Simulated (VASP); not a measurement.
Input of a VASP 6.6.1 run:

Contents of INCAR:

```
  PREC = Accurate
  ENCUT = 520
  EDIFF = 1E-6
  ISMEAR = 0
  SIGMA = 0.1
  LREAL = F
  LASPH = T
  NELM = 100
  ALGO = Normal
  ISIF = 2
  LWAVE = F
  LCHARG = F
  GGA = CA
  NBANDS = 29
```

Contents of KPOINTS:

```
Automatic mesh
0
Gamma
  10 10 10
```

The input POSCAR:

```
LiIn3
1.0
    4.4114582756      0.0000000000      0.0000000000
    0.0000000000      4.4114582756      0.0000000000
    0.0000000000      0.0000000000      4.4114582756
Li In
1 3
Direct
    0.5000000000      0.5000000000      0.5000000000
    0.5000000000      0.0000000000      0.0000000000
    0.0000000000      0.5000000000      0.0000000000
    0.0000000000      0.0000000000      0.5000000000
```

Potentials or basis: VASP PAW LDA potentials, release 64 (Li_sv, In_d).

Launch:

```console
$ cat potpaw_LDA.64/Li_sv/POTCAR potpaw_LDA.64/In_d/POTCAR > POTCAR
$ mpirun -np 1 vasp_std > vasp.out
```

**Question.** Predict the band gap on the k mesh.

**Answer.** Zero (bands 21 and 22 overlap by 5.26 eV).

Caveat: spin-orbit coupling is left out, which moves the levels of the heavy elements.
